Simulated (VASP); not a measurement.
LiF (rock salt type): single point with HSE06

Crystal: LiF (rock salt type).

```xyz
2
Lattice="0.0000 2.0213 2.0213 2.0213 0.0000 2.0213 2.0213 2.0213 0.0000" Properties=species:S:1:pos:R:3 pbc="T T T"
Li    0.0000    0.0000    0.0000
F     2.0213    2.0213    2.0213
```

```json
{"Program": "VASP 6.6.1", "Task": "single point", "Functional": "HSE06", "Potentials or basis": "VASP PAW PBE potentials, release 64 (Li_sv, F)", "Cutoff": "520 eV", "k mesh": "4 × 4 × 4", "Occupations": "fermi-dirac, width 0.05 eV", "Spin": "no spin polarisation", "Dipole correction": "no", "Grid for exact exchange (PRECFOCK)": "Normal", "Further INCAR settings": "ALGO = Normal; EDIFF = 1e-06; NBANDS = 12", "Screening parameter": "0.2079 1/Å"}
```

- Band gap on the k mesh: 11.29 eV, direct

Levels at points of the mesh, in eV from the valence-band top:
| k point | band 2 | band 3 | band 4 | band 5 | band 6 | band 7 | band 8 | band 9 |
| --- | --- | --- | --- | --- | --- | --- | --- | --- |
| (0.00, 0.00, 0.00) | -21.54 | 0.00 | 0.00 | 0.00 | 11.29 | 26.45 | 26.45 | 26.45 |
| (0.50, 0.00, 0.00) | -21.09 | -2.62 | -0.24 | -0.24 | 13.04 | 19.26 | 21.30 | 21.30 |
| (0.50, 0.50, 0.00) | -20.83 | -3.07 | -1.03 | -1.03 | 17.29 | 18.70 | 19.84 | 22.80 |

Wall time 50 s on 1 thread of Intel(R) Xeon(R) Platinum 8259CL CPU @ 2.50GHz (Skylake/Cascade Lake) (shared host), peak memory 0.23 GiB.

Caveat: the k points lie up to 0.67 Å⁻¹ apart.
